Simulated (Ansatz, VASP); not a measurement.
Rh in VASP and in Ansatz

```xyz
1
Lattice="0.0000 1.8979 1.8979 1.8979 0.0000 1.8979 1.8979 1.8979 0.0000" Properties=species:S:1:pos:R:3 pbc="T T T"
Rh    0.0000    0.0000    0.0000
```

Alike in both runs: task single point; functional r2SCAN; k mesh 8 × 8 × 8; occupations gaussian, width 0.1 eV; no spin polarisation.

|  | VASP | Ansatz |
| --- | --- | --- |
| version | VASP 6.6.1 | Ansatz 0.2.0 |
| potentials or method | VASP PAW PBE potentials, release 64 (Rh_pv), cutoff 520 eV | scalar-relativistic, plane waves, PAW |
| valence electrons in the cell | 15 | 17 |

```tsv
	VASP	Ansatz	Ansatz less VASP
gap on the k mesh at the Fermi level (eV)	none	none	-
pressure (GPa)	2.9	1.7	-1.25
```

VASP's potentials were made for PBE, not for r2SCAN. A gap of «none» marks a metal or a gap that the smearing closes. VASP's potentials hold 15 valence electrons a cell and Ansatz's 17, so a difference there can come from the potentials and not from the codes.
